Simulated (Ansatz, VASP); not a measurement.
# K in VASP and in Ansatz

```xyz
1
Lattice="-2.6729 2.6729 2.6729 2.6729 -2.6729 2.6729 2.6729 2.6729 -2.6729" Properties=species:S:1:pos:R:3 pbc="T T T"
K     0.0000    0.0000    0.0000
```

Alike in both runs: task single point; functional r2SCAN; k mesh 9 × 9 × 9; no spin polarisation.

```csv
,VASP,Ansatz
version,VASP 6.6.1,Ansatz 0.2.0
potentials or method,"VASP PAW PBE potentials, release 64 (K_sv), cutoff 520 eV",PAW plane waves
occupations,"fermi-dirac, width 0.1 eV",fermi-dirac
valence electrons in the cell,9,9
```

```tsv
	VASP	Ansatz	Ansatz less VASP
pressure (GPa)	0.0	0.0	+0.03
```

VASP's potentials were made for PBE, not for r2SCAN.
